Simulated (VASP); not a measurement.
# Cu (Fm-3m) in VASP: a series of runs

Cu is run at these levels: PBEsol; tasks: single point, relaxation of cell and atoms.

Everything below comes from runs of VASP 6.6.1. Logs are shortened: lines on timing, memory, paths and dates and some standing lists are left out, and cuts for length are marked.

### Step 1. The cell of the first run

The structure is cubic, space group Fm-3m (No. 225). Conventional cell: a = 3.564 Å, b = 3.564 Å, c = 3.564 Å, α = 90.00°, β = 90.00°, γ = 90.00°. Within 3.3 Å of Cu (site symmetry m-3m) lie 12 Cu at 2.52 Å.

### Step 2. Single point, PBEsol

INCAR

```
SYSTEM = Cu
ALGO = Fast
EDIFF = 1E-6
ENCUT = 520
GGA = PS
ISIF = 2
ISMEAR = 0
LASPH = .True.
LCHARG = .True.
LELF = .True.
LREAL = .False.
LVHAR = .True.
LWAVE = .False.
NBANDS = 12
NELM = 80
PREC = Accurate
SIGMA = 0.1
```

KPOINTS

```
k-points
0
Gamma
  26 26 26
  0 0 0
```

POSCAR

```
Cu
1.0
    0.0000000000      1.7819204158      1.7819204158
    1.7819204158      0.0000000000      1.7819204158
    1.7819204158      1.7819204158      0.0000000000
Cu
1
Direct
    0.5000000000      0.5000000000      0.5000000000
```

Potentials or basis: VASP PAW PBE potentials, release 64 (Cu).

The run is started by

```bash
$ cat potpaw_PBE.64/Cu/POTCAR > POTCAR
$ mpirun -np 1 vasp_std > vasp.out
```

OUTCAR:

```text
SYSTEM = Cu
   EDIFF = 1E-6
   ENCUT = 520
   GGA = PS
   ISIF = 2
   ISMEAR = 0
   LASPH = .True.
   LREAL = .False.
   NELM = 80
   PREC = Accurate

 ion  position               nearest neighbor table
   1  0.500  0.500  0.500-

  LATTYP: Found a face centered cubic cell.
 ALAT       =     3.5638408316

  Lattice vectors:

 A1 = (   0.0000000000,   1.7819204158,   1.7819204158)
 A2 = (   1.7819204158,   0.0000000000,   1.7819204158)
 A3 = (   1.7819204158,   1.7819204158,   0.0000000000)

Analysis of symmetry for initial positions (statically):
=====================================================================
 Subroutine PRICEL returns:
 Original cell was already a primitive cell.

 Routine SETGRP: Setting up the symmetry group for a
 face centered cubic supercell.

 Subroutine GETGRP returns: Found 48 space group operations
 (whereof 48 operations were pure point group operations)
 out of a pool of 48 trial point group operations.

The static configuration has the point symmetry O_h .

Analysis of symmetry for dynamics (positions and initial velocities):
=====================================================================
 Subroutine PRICEL returns:
 Original cell was already a primitive cell.

 Routine SETGRP: Setting up the symmetry group for a
 face centered cubic supercell.

 Subroutine GETGRP returns: Found 48 space group operations
 (whereof 48 operations were pure point group operations)
 out of a pool of 48 trial point group operations.

The dynamic configuration has the point symmetry O_h .

 Subroutine INISYM returns: Found 48 space group operations
 (whereof 48 operations are pure point group operations),
 and found     1 'primitive' translations

----------------------------------------------------------------------------------------

                                     Primitive cell

  volume of cell :      11.3161

  direct lattice vectors                    reciprocal lattice vectors
     0.000000000  1.781920416  1.781920416    -0.280596145  0.280596145  0.280596145
     1.781920416  0.000000000  1.781920416     0.280596145 -0.280596145  0.280596145
     1.781920416  1.781920416  0.000000000     0.280596145  0.280596145 -0.280596145

  length of vectors
     2.520016019  2.520016019  2.520016019     0.486006780  0.486006780  0.486006780

  position of ions in fractional coordinates (direct lattice)
     0.500000000  0.500000000  0.500000000

  ion indices of the primitive-cell ions
   primitive index   ion index
                 1           1

----------------------------------------------------------------------------------------

 KPOINTS: k-points

Automatic generation of k-mesh.
 Grid dimensions read from file:
 generate k-points for:   26   26   26

 Generating k-lattice:

  Cartesian coordinates                     Fractional coordinates (reciprocal lattice)
    -0.010792159  0.010792159  0.010792159     0.038461538  0.000000000  0.000000000
     0.010792159 -0.010792159  0.010792159     0.000000000  0.038461538  0.000000000
     0.010792159  0.010792159 -0.010792159     0.000000000  0.000000000  0.038461538

  Length of vectors
     0.018692568  0.018692568  0.018692568

  Shift w.r.t. Gamma in fractional coordinates (k-lattice)
     0.000000000  0.000000000  0.000000000

 Subroutine IBZKPT returns following result:
 ===========================================

 Found    511 irreducible k-points:

 Following reciprocal coordinates:
            Coordinates               Weight
  0.000000  0.000000  0.000000      1.000000
  0.038462  0.000000  0.000000      8.000000
  0.076923  0.000000  0.000000      8.000000
  0.115385  0.000000  0.000000      8.000000
  0.153846  0.000000  0.000000      8.000000
  0.192308  0.000000  0.000000      8.000000
[... 16 lines left out ...]
  0.346154  0.038462  0.000000     24.000000
  0.384615  0.038462  0.000000     24.000000
 [... further k-points ...]
   k-points           NKPTS =    511   k-points in BZ     NKDIM =    511   number of bands    NBANDS=     12
   number of dos      NEDOS =    301   number of ions     NIONS =      1
   total plane-waves  NPLWV =   8000
   dimension x,y,z NGX =    20 NGY =   20 NGZ =   20
   dimension x,y,z NGXF=    40 NGYF=   40 NGZF=   40
   ions per type =               1
   NGX,Y,Z   is equivalent  to a cutoff of  13.19, 13.19, 13.19 a.u.
   NGXF,Y,Z  is equivalent  to a cutoff of  26.39, 26.39, 26.39 a.u.
 SYSTEM =  Cu
   PREC   = accura    normal or accurate (medium, high low for compatibility)
   ISTART =      0    job   : 0-new  1-cont  2-samecut
   ICHARG =      2    charge: 1-file 2-atom 10-const
   ISPIN  =      1    spin polarized calculation?
   LNONCOLLINEAR =      F non collinear calculations
   LSORBIT =      F    spin-orbit coupling
   LASPH  =      T    aspherical Exc in radial PAW
   ENCUT  =  520.0 eV  38.22 Ry    6.18 a.u.   4.69  4.69  4.69*2*pi/ulx,y,z
   NELM   =     80;   NELMIN=  2; NELMDL= -5     # of ELM steps
   EDIFF  = 0.1E-05   stopping-criterion for ELM
   LREAL  =      F    real-space projection
   EDIFFG = 0.1E-04   stopping-criterion for IOM
   NSW    =      0    number of steps for IOM
   IBRION =     -1    ionic relax: 0-MD 1-quasi-New 2-CG
   NFREE  =      0    steps in history (QN), initial steepest desc. (CG)
   ISIF   =      2    stress and relaxation
   ISYM   =      2    0-nonsym 1-usesym 2-fastsym
   POTIM  = 0.5000    time-step for ionic-motion
   TEBEG  =    0.0;   TEEND  =   0.0 temperature during run
   PSTRESS=    0.0 pullay stress
   NELECT =      11.0000    total number of electrons
   NUPDOWN=      -1.0000    fix difference up-down
   EMIN   =  10.00;   EMAX   =-10.00  energy-range for DOS
   EFERMI =   0.00;   METHOD = LEGACY
   ISMEAR =     0;   SIGMA  =   0.10  broadening in eV -4-tet -1-fermi 0-gaus
   EFERMI_NEDOS =   21; number of points for ismear=-14 and -15
   IALGO  =     68    algorithm
   IMIX   =      4    mixing-type and parameters
     AMIX     =   0.40;   BMIX     =  1.00
     AMIX_MAG =   1.60;   BMIX_MAG =  1.00
  volume/ion in A,a.u.               =      11.32        76.36
  Fermi-wavevector in a.u.,A,eV,Ry     =   1.621713  3.064594 35.782699  2.629954
  Thomas-Fermi vector in A             =   2.715445
   LORBIT       =      0    0 simple, 1 ext, 2 COOP (PROOUT), +10 PAW based schemes
   GGA     = PS    functional components
   LHFCALC =     F    Hartree Fock is set to
   AEXX    =    0.0000 exact exchange contribution
   IVDW    =     0    specifies the selected vdW correction
   LEPSILON=     F    determine dielectric tensor
   LRPA    =     F    only Hartree local field effects (RPA)
 non-spin polarized calculation
 RMM-DIIS sequential band-by-band and
 Gauss-broadening in eV      SIGMA  =   0.10
  energy-cutoff  :      520.00
  volume of cell :       11.32
 maximum number of plane-waves:       322
   NGX =  9   NGY =  9   NGZ =  9

 number of electron      11.0000013 magnetization

 Free energy of the ion-electron system (eV)
  ---------------------------------------------------
  ext. energy  EPLUGINS =         0.00000000
  ---------------------------------------------------
  free energy    TOTEN  =        -4.30974557 eV

  energy without entropy =       -4.30836301  energy(sigma->0) =       -4.30905429

 E-fermi :   7.9434     XC(G=0): -13.1593

 val. band max:        7.9389058171   @ k =   0.4231   0.4231   0.0000
 cond. band min:       7.9535961062   @ k =   0.5000   0.3462   0.1538
 fundamental gap:      0.0146902891
 Fermi energy:         7.9434321600

 k-point     1 :       0.0000    0.0000    0.0000
  band No.  band energies     occupation
      1      -1.7800      2.00000
      2       4.7795      2.00000
      3       4.7795      2.00000
      4       4.7795      2.00000
      5       5.6685      2.00000
      6       5.6685      2.00000
      7      30.8649      0.00000
      8      33.8136      0.00000
      9      33.8136      0.00000
     10      33.8136      0.00000
     11      36.3318      0.00000
     12      36.3318      0.00000

 k-point     2 :       0.0385    0.0000    0.0000
  band No.  band energies     occupation
      1      -1.7243      2.00000
      2       4.7668      2.00000
      3       4.7906      2.00000
      4       4.7906      2.00000
      5       5.6638      2.00000
      6       5.6638      2.00000
      7      30.6241      0.00000
      8      32.8738      0.00000
      9      33.6183      0.00000
     10      33.6183      0.00000
     11      36.6040      0.00000
     12      36.6041      0.00000

 k-point     3 :       0.0769    0.0000    0.0000
  band No.  band energies     occupation
      1      -1.5581      2.00000
      2       4.7307      2.00000
      3       4.8221      2.00000
      4       4.8221      2.00000
      5       5.6519      2.00000
      6       5.6519      2.00000
      7      29.5237      0.00000
      8      31.9581      0.00000
      9      33.1904      0.00000
     10      33.1904      0.00000
     11      37.2520      0.00000
     12      37.2521      0.00000

 k-point     4 :       0.1154    0.0000    0.0000
  band No.  band energies     occupation
      1      -1.2842      2.00000
      2       4.6760      2.00000
      3       4.8673      2.00000
      4       4.8673      2.00000
      5       5.6389      2.00000
      6       5.6389      2.00000
      7      27.6844      0.00000
      8      31.6388      0.00000
      9      32.7137      0.00000
     10      32.7137      0.00000
     11      38.0374      0.00000
     12      38.1727      0.00000

 k-point     5 :       0.1538    0.0000    0.0000
  band No.  band energies     occupation
      1      -0.9080      2.00000
      2       4.6113      2.00000
      3       4.9144      2.00000
      4       4.9144      2.00000
      5       5.6358      2.00000
      6       5.6358      2.00000
      7      25.6699      0.00000
      8      31.4442      0.00000
      9      32.2624      0.00000
     10      32.2624      0.00000
     11      38.1801      0.00000
     12      38.6414      0.00000
[... 228 lines left out ...]
      1       0.5470      2.00000
      2       4.4772      2.00000
      3       4.9419      2.00000
      4       4.9611      2.00000
      5       5.7139      2.00000
      6       5.8437      2.00000
      7      20.4393      0.00000
      8      30.0798      0.00000
      9      30.1867      0.00000
     10      32.9956      0.00000
     11      35.4802      0.00000
     12      38.0305      0.00000

 k-point    22 :       0.3077    0.0385    0.0000
  band No.  band energies     occupation
      1       1.1517      2.00000
      2       4.5302      2.00000
      3       4.9002      2.00000
      4       4.9303      2.00000
      5       5.8373      2.00000
      6       5.9430      2.00000
      7      18.5910      0.00000
      8      29.8577      0.00000
      9      29.9129      0.00000
     10      32.4579      0.00000
     11      34.9961      0.00000
     12      37.1632      0.00000

 k-point    23 :       0.3462    0.0385    0.0000
  band No.  band energies     occupation
      1       1.7138      2.00000
      2       4.7050      2.00000
      3       4.8505      2.00000
      4       4.8888      2.00000
      5       5.9823      2.00000
      6       6.0471      2.00000
      7      16.8418      0.00000
      8      29.6557      0.00000
      9      29.7218      0.00000
     10      31.8880      0.00000
     11      34.6062      0.00000
     12      36.3619      0.00000

 k-point    24 :       0.3846    0.0385    0.0000
  band No.  band energies     occupation
      1       2.1540      2.00000
      2       4.8022      2.00000
      3       4.8456      2.00000
      4       5.0469      2.00000
      5       6.1422      2.00000
      6       6.1491      2.00000
      7      15.2187      0.00000
      8      29.4257      0.00000
      9      29.6762      0.00000
     10      31.3346      0.00000
     11      34.3417      0.00000
     12      35.6520      0.00000

 [... further k-points ...]
[... 5 lines left out ...]
  --------------------------------------------------------------------------------------
  -------------------------------------------------------------------------------------
  Total        0.0480072      0.0480072      0.0480072     -0.0000000      0.0000000      0.0000000
  in kB        6.7970816      6.7970816      6.7970816     -0.0000000      0.0000000      0.0000000
  external PRESSURE =       6.7970816 kB  Pullay stress =       0.0000000 kB

 VOLUME and BASIS-vectors are now :
 -----------------------------------------------------------------------------
  energy-cutoff  :      520.00
  volume of cell :       11.32
      direct lattice vectors                 reciprocal lattice vectors
     0.000000000  1.781920416  1.781920416    -0.280596145  0.280596145  0.280596145
     1.781920416  0.000000000  1.781920416     0.280596145 -0.280596145  0.280596145
     1.781920416  1.781920416  0.000000000     0.280596145  0.280596145 -0.280596145

 POSITION                                       TOTAL-FORCE (eV/Angst)
 -----------------------------------------------------------------------------------
      1.78192      1.78192      1.78192         0.000000     -0.000000     -0.000000
 -----------------------------------------------------------------------------------
    total drift:                                0.000000      0.000000      0.000000

  FREE ENERGIE OF THE ION-ELECTRON SYSTEM (eV)
  ---------------------------------------------------
  free  energy   TOTEN  =        -4.3097455748 eV

  energy  without entropy=       -4.3083630077  energy(sigma->0) =       -4.30905429
```

Run time: 30 s. Hardware: 1 thread of Intel Xeon 6975P-C (Granite Rapids), shared host; peak memory 0.18 GiB.

What came out:

- Free energy: -4.3097 eV
- Pressure: 0.7 GPa

Caveat: the PAW data sets were made with another functional, which shifts forces and pressure a little.

### Step 3. Relaxation of cell and atoms, PBEsol

INCAR

```
  PREC = Accurate
  ENCUT = 600
  EDIFF = 1E-7
  ISMEAR = 0
  SIGMA = 0.1
  LREAL = F
  LASPH = T
  NELM = 80
  ALGO = Normal
  ISIF = 3
  LWAVE = F
  LCHARG = F
  GGA = PS
  IBRION = 2
  NSW = 100
  EDIFFG = -0.01
```

KPOINTS

```
Automatic mesh
0
Gamma
  26 26 26
```

POSCAR

```
Cu
1.0
    0.0000000000      1.7820361676      1.7820361676
    1.7820361676      0.0000000000      1.7820361676
    1.7820361676      1.7820361676      0.0000000000
Cu
1
Direct
    0.5000000000      0.5000000000      0.5000000000
```

Potentials or basis: VASP PAW PBE potentials, release 64 (Cu).

The run is started by

```bash
$ cat potpaw_PBE.64/Cu/POTCAR > POTCAR
$ mpirun -np 1 vasp_std > vasp.out
```

Run time: 43 s. Hardware: 1 thread of Intel Xeon 6975P-C (Granite Rapids), shared host; peak memory 0.19 GiB.

The run converged. Its results:

```
Free energy                            : -4.3100 eV
Relaxed volume                         : 11.37 Å³/atom
Relaxed cell                           : a = 2.524 Å, b = 2.524 Å, c = 2.524 Å, α = 60.00°, β = 60.00°, γ = 60.00°
Space group after relaxing (to 0.05 Å) : Fm-3m (No. 225)
Energy gained by relaxing              : 0.1 meV/atom
Ionic steps                            : 3
Pressure after relaxing                : 0.0 GPa
```

Step by step:
| step | energy change (eV) | largest force (eV/Å) | pressure (GPa) | volume (Å³) |
| --- | --- | --- | --- | --- |
| 1 | 0.0000 | 0.0000 | 0.70 | 11.32 |
| 2 | 0.0000 | 0.0000 | -0.49 | 11.40 |
| 3 | -0.0001 | 0.0000 | 0.02 | 11.37 |

Final structure:
```yaml
crystal:
  lattice:
    - [0.00000, 1.78451, 1.78451]
    - [1.78451, 0.00000, 1.78451]
    - [1.78451, 1.78451, 0.00000]
  atoms:
    - { symbol: Cu, position: [0.50000, 0.50000, 0.50000] }
```

Levels at points of the mesh, in eV from the Fermi level:
```csv
k point,band 4,band 5,band 6,band 7,band 8,band 9
"(0.00, 0.00, 0.00)",-3.15,-2.27,-2.27,22.89,25.80,25.80
"(0.50, 0.00, 0.00)",-1.67,-1.67,-1.16,3.93,21.36,22.61
"(0.50, 0.50, 0.00)",-1.52,-1.52,1.42,7.36,13.33,13.33
```

Caveat: the PAW data sets were made with another functional, which shifts forces and pressure a little.
